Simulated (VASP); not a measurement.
Input of a VASP 6.6.1 run:

The input INCAR:

```
  PREC = Accurate
  ENCUT = 500
  EDIFF = 1E-6
  ISMEAR = -1
  SIGMA = 0.1
  LREAL = False
  LASPH = True
  NELM = 120
  ALGO = Normal
  ISIF = 2
  LWAVE = False
  LCHARG = False
  GGA = PE
  NBANDS = 16
  GGA_COMPAT = False
```

Contents of KPOINTS:

```
regular mesh
0
Gamma
  6 6 3
```

POSCAR

```
Si
1.0
    3.8313174600      0.0000000000      0.0000000000
   -1.9156587300      3.3180182503      0.0000000000
    0.0000000000      0.0000000000      6.3326220000
Si
4
Direct
    0.3333333333      0.6666666667      0.0630095000
    0.3333333333      0.6666666667      0.4369905000
    0.6666666667      0.3333333333      0.5630095000
    0.6666666667      0.3333333333      0.9369905000
```

Potentials or basis: VASP PAW PBE potentials, release 64 (Si).

Run with:

```bash
$ cat potpaw_PBE.64/Si/POTCAR > POTCAR
$ mpirun -np 1 vasp_std > vasp.out
```

Question: Predict the band gap on the k mesh.

Answer: 0.42 eV (least direct gap 1.03 eV).

Question: Estimate the pressure.

Answer: 1.4 GPa.

Question: Predict the largest force.

Answer: 0.006 eV/Å.

Stress tensor (GPa, compression positive):
```
1.46 0.00 0.00
0.00 1.46 0.00
0.00 0.00 1.31
```

Caveat: semilocal functionals underestimate gaps, and a narrow one can read as zero. A k mesh can miss the band edges.
